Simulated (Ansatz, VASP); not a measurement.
# One calculation of Te2Mo, two programs

```
Te Mo
1.0
     3.49108    0.00000    0.00000
    -1.74554    3.02336    0.00000
     0.00000    0.00000   16.73773
Te Mo
2 1
Direct
  0.33333 0.66667 0.89227
  0.33333 0.66667 0.10773
  0.00000 0.00000 0.00000
```

Change from the starting cell: strain along c alone, the other axes held, atoms relaxed: -4.5 %.

Alike in both runs: functional PBEsol; k mesh 12 × 12 × 2; occupations gaussian, width 0.02 eV; no spin polarisation.

Ansatz relaxed the structure, and its values are those at the end. VASP's run is a single point on that final structure, the one shown.

|  | VASP | Ansatz |
| --- | --- | --- |
| version | VASP 6.6.1 | Ansatz 0.2.0 |
| potentials or method | VASP PAW PBE potentials, release 64 (Te, Mo_sv), cutoff 520 eV | scalar-relativistic, plane waves, PAW |
| valence electrons in the cell | 26 | 46 |

```csv
,VASP,Ansatz,Ansatz less VASP
gap on the k mesh at the Fermi level (eV),1.20,1.20,+0.001
least direct gap on the mesh (eV),1.20,1.20,+0.001
rms of the force components (eV/Å),0.015,0.001,-0.0141
```

VASP's potentials were made for PBE, not for PBEsol. The functional is the same, so the differences come from potentials, cutoffs and numerics. VASP's potentials hold 26 valence electrons a cell and Ansatz's 46, so a difference there can come from the potentials and not from the codes. Ansatz's warnings: stress scf threshold loose, xc potential rough in thin density.

Neither program's run includes spin-orbit coupling.
